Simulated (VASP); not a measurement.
AlCu, 2 atoms in the cell. It takes space group Pm-3m (No. 221, cubic). The conventional cell has a = 2.998 Å, b = 2.998 Å, c = 2.998 Å, α = 90.00°, β = 90.00°, γ = 90.00°. Within 3.4 Å of Al (site symmetry m-3m) lie 8 Cu at 2.60 Å and 6 Al at 3.00 Å. Within 3.4 Å of Cu (site symmetry m-3m) lie 8 Al at 2.60 Å and 6 Cu at 3.00 Å. 

```yaml
Program: VASP 6.6.1
Task: relaxation of cell and atoms
Functional: PBEsol
Potentials_or_basis: VASP PAW PBE potentials, release 64 (Al, Cu)
Cutoff: 600 eV
k_mesh: 7 × 7 × 7
Occupations: gaussian, width 0.1 eV
Spin: no spin polarisation
Dipole_correction: no
Further_INCAR_settings: ALGO = Normal; EDIFF = 1e-07; IBRION = 2; EDIFFG = -0.01; NSW = 80; ISIF = 3
```

Potentials or basis: VASP PAW PBE potentials, release 64 (Al, Cu).

The run is started by

```bash
$ cat potpaw_PBE.64/Al/POTCAR potpaw_PBE.64/Cu/POTCAR > POTCAR
$ mpirun -np 1 vasp_std > vasp.out
```

Hardware: 1 thread of Intel(R) Xeon(R) Platinum 8259CL CPU @ 2.50GHz (Skylake/Cascade Lake), on a shared host.

Q: How long does it take, and how much memory?

A: Wall time 14 s on 1 thread of Intel(R) Xeon(R) Platinum 8259CL CPU @ 2.50GHz (Skylake/Cascade Lake) (shared host), peak memory 0.14 GiB. Counts: scf iterations 34, k points 20, ion steps 3.
